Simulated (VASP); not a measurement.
# Sr (P6_3/mmc) in VASP: further runs, part 2 of 2

VASP 6.6.1.

## Step 3: Single point, r2SCAN0

Contents of POSCAR:

```
Sr
1.0
    4.3133333371      0.0000000000      0.0000000000
   -2.1566666685      3.7354562449      0.0000000000
    0.0000000000      0.0000000000      7.1017350028
Sr
2
Direct
    0.3333333333      0.6666666667      0.2500000000
    0.6666666667      0.3333333333      0.7500000000
```

Contents of INCAR.step1:

```
PREC = Accurate
ENCUT = 520
EDIFF = 1E-5
ISMEAR = -1
SIGMA = 0.1
LREAL = F
LASPH = T
NELM = 60
ALGO = Normal
ISIF = 2
LWAVE = T
LCHARG = F
NBANDS = 17
GGA = PE
```

Contents of INCAR.step2:

```
PREC = Accurate
ENCUT = 520
EDIFF = 1E-7
ISMEAR = -1
SIGMA = 0.1
LREAL = F
LASPH = T
NELM = 60
ALGO = Normal
ISIF = 2
LWAVE = F
LCHARG = F
METAGGA = R2SCAN
LHFCALC = T
AEXX = 0.25
LMIXTAU = T
PRECFOCK = Normal
NBANDS = 17
ISTART = 1
```

Contents of KPOINTS:

```
Automatic mesh
0
Gamma
  5 5 3
```

Potentials or basis: VASP PAW PBE potentials, release 64 (Sr_sv).

On the command line:

```console
> cat potpaw_PBE.64/Sr_sv/POTCAR > POTCAR
> cp INCAR.step1 INCAR
> mpirun -np 1 vasp_std > vasp.out
> cp INCAR.step2 INCAR
> mpirun -np 1 vasp_std > vasp.out
```

OUTCAR:

```text
PREC = Accurate
   ENCUT = 520
   EDIFF = 1E-7
   ISMEAR = -1
   LREAL = F
   LASPH = T
   NELM = 60
   ISIF = 2
   METAGGA = R2SCAN
   LHFCALC = T
   AEXX = 0.25
   PRECFOCK = Normal
   ISTART = 1

 ion  position               nearest neighbor table
   1  0.333  0.667  0.250-   2 4.34   2 4.34   2 4.34   2 4.34   2 4.34   2 4.34
   2  0.667  0.333  0.750-   1 4.34   1 4.34   1 4.34   1 4.34   1 4.34   1 4.34

  LATTYP: Found a hexagonal cell.
 ALAT       =     4.3133333371
 C/A-ratio  =     1.6464609729

  Lattice vectors:

 A1 = (   4.3133333371,   0.0000000000,   0.0000000000)
 A2 = (  -2.1566666685,   3.7354562449,   0.0000000000)
 A3 = (   0.0000000000,   0.0000000000,   7.1017350028)

Analysis of symmetry for initial positions (statically):
=====================================================================
 Subroutine PRICEL returns:
 Original cell was already a primitive cell.

 Routine SETGRP: Setting up the symmetry group for a
 hexagonal supercell.

 Subroutine GETGRP returns: Found 24 space group operations
 (whereof 12 operations were pure point group operations)
 out of a pool of 24 trial point group operations.

The static configuration has the point symmetry D_3d.
 The point group associated with its full space group is D_6h.

Analysis of symmetry for dynamics (positions and initial velocities):
=====================================================================
 Subroutine PRICEL returns:
 Original cell was already a primitive cell.

 Routine SETGRP: Setting up the symmetry group for a
 hexagonal supercell.

 Subroutine GETGRP returns: Found 24 space group operations
 (whereof 12 operations were pure point group operations)
 out of a pool of 24 trial point group operations.

The dynamic configuration has the point symmetry D_3d.
 The point group associated with its full space group is D_6h.

 Subroutine INISYM returns: Found 24 space group operations
 (whereof 12 operations are pure point group operations),
 and found     1 'primitive' translations

----------------------------------------------------------------------------------------

                                     Primitive cell

  volume of cell :     114.4251

  direct lattice vectors                    reciprocal lattice vectors
     4.313333337  0.000000000  0.000000000     0.231839258  0.133852458  0.000000000
    -2.156666669  3.735456245  0.000000000     0.000000000  0.267704916  0.000000000
     0.000000000  0.000000000  7.101735003     0.000000000  0.000000000  0.140810661

  length of vectors
     4.313333337  4.313333337  7.101735003     0.267704916  0.267704916  0.140810661

  position of ions in fractional coordinates (direct lattice)
     0.333333333  0.666666667  0.250000000
     0.666666667  0.333333333  0.750000000

  ion indices of the primitive-cell ions
   primitive index   ion index
                 1           1
                 2           2

----------------------------------------------------------------------------------------

 KPOINTS: Automatic mesh

[... 27 lines left out ...]
  0.200000  0.200000  0.000000      6.000000
  0.400000  0.200000  0.000000      6.000000
  0.000000  0.000000  0.333333      2.000000
  0.200000  0.000000  0.333333     12.000000
  0.400000  0.000000  0.333333     12.000000
  0.200000  0.200000  0.333333     12.000000
  0.400000  0.200000  0.333333     12.000000
   k-points           NKPTS =     10   k-points in BZ     NKDIM =     75   number of bands    NBANDS=     17
   number of dos      NEDOS =    301   number of ions     NIONS =      2
   total plane-waves  NPLWV =  55296
   dimension x,y,z NGX =    32 NGY =   32 NGZ =   54
   dimension x,y,z NGXF=    64 NGYF=   64 NGZF=  108
   ions per type =               2
   NGX,Y,Z   is equivalent  to a cutoff of  12.33, 12.33, 12.64 a.u.
   NGXF,Y,Z  is equivalent  to a cutoff of  24.67, 24.67, 25.28 a.u.
 SYSTEM =  unknown system
   PREC   = accura    normal or accurate (medium, high low for compatibility)
   ISTART =      1    job   : 0-new  1-cont  2-samecut
   ICHARG =      0    charge: 1-file 2-atom 10-const
   ISPIN  =      1    spin polarized calculation?
   LNONCOLLINEAR =      F non collinear calculations
   LSORBIT =      F    spin-orbit coupling
   LASPH  =      T    aspherical Exc in radial PAW
   ENCUT  =  520.0 eV  38.22 Ry    6.18 a.u.   8.02  8.02 13.20*2*pi/ulx,y,z
   NELM   =     60;   NELMIN=  2; NELMDL=  0     # of ELM steps
   EDIFF  = 0.1E-06   stopping-criterion for ELM
   LREAL  =      F    real-space projection
   EDIFFG = 0.1E-05   stopping-criterion for IOM
   NSW    =      0    number of steps for IOM
   IBRION =     -1    ionic relax: 0-MD 1-quasi-New 2-CG
   NFREE  =      0    steps in history (QN), initial steepest desc. (CG)
   ISIF   =      2    stress and relaxation
   ISYM   =      3    0-nonsym 1-usesym 2-fastsym
   POTIM  = 0.5000    time-step for ionic-motion
   TEBEG  =    0.0;   TEEND  =   0.0 temperature during run
   PSTRESS=    0.0 pullay stress
   NELECT =      20.0000    total number of electrons
   NUPDOWN=      -1.0000    fix difference up-down
   EMIN   =  10.00;   EMAX   =-10.00  energy-range for DOS
   EFERMI =   0.00;   METHOD = LEGACY
   ISMEAR =    -1;   SIGMA  =   0.10  broadening in eV -4-tet -1-fermi 0-gaus
   EFERMI_NEDOS =   21; number of points for ismear=-14 and -15
   IALGO  =     38    algorithm
   IMIX   =      1    mixing-type and parameters
     AMIX     =   0.40;   BMIX     =  1.00
     AMIX_MAG =   1.60;   BMIX_MAG =  1.00
  volume/ion in A,a.u.               =      57.21       386.09
  Fermi-wavevector in a.u.,A,eV,Ry     =   0.915330  1.729723 11.399360  0.837829
  Thomas-Fermi vector in A             =   2.040059
   LORBIT       =      0    0 simple, 1 ext, 2 COOP (PROOUT), +10 PAW based schemes
   METAGGA = R2SCAN    functional components
   LHFCALC =     T    Hartree Fock is set to
   PRECFOCK=normal    Normal, Fast or Accurate (Low or Medium for compatibility)
   ENCUT4O =  -1.0   cutoff for four orbital integrals eV
   NKREDX  =     1    reduce k-point grid by
   NKREDY  =     1    reduce k-point grid by
   NKREDZ  =     1    reduce k-point grid by
   AEXX    =    0.2500 exact exchange contribution
   HFSCREEN=    0.0000 screening length (either q_TF or 0.3 A-1)
   HFSCREENC=   0.0000 screening length for correlation (either q_TF or 0.3 A-1)
   ENCUTFOCK=  -1.0 apply spherical cutoff to Coloumb kernel
   IVDW    =     0    specifies the selected vdW correction
   LEPSILON=     F    determine dielectric tensor
   LRPA    =     F    only Hartree local field effects (RPA)
 non-spin polarized calculation
  energy-cutoff  :      520.00
  volume of cell :      114.43
 maximum number of plane-waves:      3094
  NGX = 28; NGY = 28; NGZ = 42

 number of electron      20.0000000 magnetization

 Free energy of the ion-electron system (eV)
  ---------------------------------------------------
  ext. energy  EPLUGINS =         0.00000000
  ---------------------------------------------------
  free energy    TOTEN  =       -23.68491579 eV

  energy without entropy =      -23.66724056  energy(sigma->0) =      -23.67607817

 E-fermi :   1.5647     XC(G=0):  -6.0042

 val. band max:        1.4557752879   @ k =   0.4000   0.0000   0.0000
 cond. band min:       1.8505996053   @ k =   0.2000   0.2000   0.0000
 fundamental gap:      0.3948243174
 Fermi energy:         1.5647348905

 k-point     1 :       0.0000    0.0000    0.0000
  band No.  band energies     occupation
      1     -39.5319      2.00000
      2     -39.5193      2.00000
      3     -19.8691      2.00000
      4     -19.7106      2.00000
      5     -19.7106      2.00000
      6     -19.6858      2.00000
[... 177 lines left out ...]
      4     -19.8391      2.00000
      5     -19.7847      2.00000
      6     -19.7624      2.00000
[... 9 lines left out ...]
     16       5.9186      0.00000
     17       6.9571      0.00000

------------------------ aborting loop because EDIFF is reached ----------------------------------------

  FORCE on cell =-STRESS in cart. coord.  units (eV):
  Direction    XX          YY          ZZ          XY          YZ          ZX
  --------------------------------------------------------------------------------------
  -------------------------------------------------------------------------------------
  Total        0.3814901      0.3814901      0.1494318      0.0000000      0.0000000      0.0000000
  in kB        5.3416170      5.3416170      2.0923411      0.0000000      0.0000000      0.0000000
  external PRESSURE =       4.2585250 kB  Pullay stress =       0.0000000 kB

 VOLUME and BASIS-vectors are now :
 -----------------------------------------------------------------------------
  energy-cutoff  :      520.00
  volume of cell :      114.43
      direct lattice vectors                 reciprocal lattice vectors
     4.313333337  0.000000000  0.000000000     0.231839258  0.133852458  0.000000000
    -2.156666669  3.735456245  0.000000000     0.000000000  0.267704916  0.000000000
     0.000000000  0.000000000  7.101735003     0.000000000  0.000000000  0.140810661

 POSITION                                       TOTAL-FORCE (eV/Angst)
 -----------------------------------------------------------------------------------
     -0.00000      2.49030      1.77543        -0.000000      0.000000      0.000000
      2.15667      1.24515      5.32630         0.000000     -0.000000     -0.000000
 -----------------------------------------------------------------------------------
    total drift:                                0.000000      0.000000      0.000000

  FREE ENERGIE OF THE ION-ELECTRON SYSTEM (eV)
  ---------------------------------------------------
  free  energy   TOTEN  =       -23.6849157944 eV

  energy  without entropy=      -23.6672405552  energy(sigma->0) =      -23.67607817
```

OUTCAR.step1:

```text
PREC = Accurate
   ENCUT = 520
   EDIFF = 1E-5
   ISMEAR = -1
   LREAL = F
[... 407 lines left out ...]
     -0.00000      2.49030      1.77543         0.000000     -0.000000      0.000000
      2.15667      1.24515      5.32630        -0.000000      0.000000      0.000000
 -----------------------------------------------------------------------------------
    total drift:                               -0.000000      0.000000     -0.000000

  FREE ENERGIE OF THE ION-ELECTRON SYSTEM (eV)
  ---------------------------------------------------
  free  energy   TOTEN  =        -3.3106282272 eV

  energy  without entropy=       -3.2232892549  energy(sigma->0) =       -3.26695874
```

Wall time 51 min (1 thread of Intel Xeon Platinum 8375C at 2.90GHz (Ice Lake), shared host); peak memory 0.28 GiB.

What came out:

- Free energy: -23.6849 eV
- Pressure: 0.4 GPa
- Band gap on the k mesh: zero (bands 10 and 11 overlap by 0.92 eV)

Levels at points of the mesh, in eV from the Fermi level:
```
           k point  band 8  band 9  band 10  band 11  band 12  band 13
(0.00, 0.00, 0.00)  -21.25   -4.89    -1.56    -0.64     3.31     3.33
```

Caveat: the PAW data sets were made with another functional, which shifts forces and pressure a little.

## Step 4: Single point, r2SCAN

Contents of POSCAR:

```
Sr
1.0
    4.3133333672      0.0000000000      0.0000000000
   -2.1566666836      3.7354562710      0.0000000000
    0.0000000000      0.0000000000      7.1017347184
Sr
2
Direct
    0.3333333333      0.6666666667      0.2500000000
    0.6666666667      0.3333333333      0.7500000000
```

Contents of INCAR.step1:

```
  ALGO = Normal
  EDIFF = 1E-4
  ENCUT = 520
  GGA = PE
  ISMEAR = -1
  LASPH = T
  LCHARG = F
  LREAL = F
  LWAVE = T
  NBANDS = 17
  NELM = 80
  PREC = Accurate
  SIGMA = 0.1
```

Contents of INCAR.step2:

```
  ALGO = Normal
  EDIFF = 1E-7
  ENCUT = 520
  ISIF = 2
  ISMEAR = -1
  ISTART = 1
  LASPH = T
  LCHARG = F
  LMIXTAU = T
  LREAL = F
  LWAVE = F
  METAGGA = R2SCAN
  NBANDS = 17
  NELM = 80
  PREC = Accurate
  SIGMA = 0.1
```

Contents of KPOINTS:

```
k-points
0
Gamma
  14 14 8
```

On the command line:

```console
> cat potpaw_PBE.64/Sr_sv/POTCAR > POTCAR
> cp INCAR.step1 INCAR
> mpirun -np 1 vasp_std > vasp.out
> cp INCAR.step2 INCAR
> mpirun -np 1 vasp_std > vasp.out
```

It took 9.9 min on 1 thread of Intel Xeon 8259CL, shared host; peak memory 0.37 GiB.

It converged, with:

```yaml
Free_energy: -30.2324 eV
Pressure: 0.0 GPa
Band_gap_on_the_k_mesh: zero (bands 10 and 11 overlap by 0.33 eV)
```

Levels at points of the mesh, in eV from the Fermi level:
```tsv
k point	band 8	band 9	band 10	band 11	band 12	band 13
(0.00, 0.00, 0.00)	-19.35	-3.78	-1.08	-0.12	2.57	2.60
(0.50, 0.00, 0.00)	-19.39	-1.08	-0.60	0.16	0.36	1.39
(0.00, 0.00, 0.50)	-19.37	-2.83	-2.83	1.42	1.42	2.61
(0.50, 0.00, 0.50)	-19.40	-0.73	-0.73	0.17	0.17	1.51
```

Caveat: the PAW data sets were made with another functional, which shifts forces and pressure a little.

## Step 5: Overview

```csv
level,k mesh,grid for exact exchange (PRECFOCK),share of exact exchange,gap on the mesh (eV),pressure (GPa)
r2SCAN,5 × 5 × 3,-,-,none,0.0
r2SCAN0,5 × 5 × 3,Normal,0.25,none,0.4
r2SCAN,14 × 14 × 8,-,-,none,0.0
```

Alike in all rows: task single point; potentials or basis VASP PAW PBE potentials, release 64 (Sr_sv); no spin polarisation; cell as given; cutoff (eV) 520; smearing fermi-dirac 0.1 eV.

The pressure there spans 0.0 GPa (r2SCAN) to 0.4 GPa (r2SCAN0); a positive pressure means that this level wants a larger cell, a negative one a smaller.

Caveats: the PAW data sets were made with another functional, which shifts forces and pressure a little.

Total energies depend on the potentials used, so only differences within one code and one set of settings carry meaning.

The gap in the log of VASP goes by the Fermi energy; the results here count the filled bands.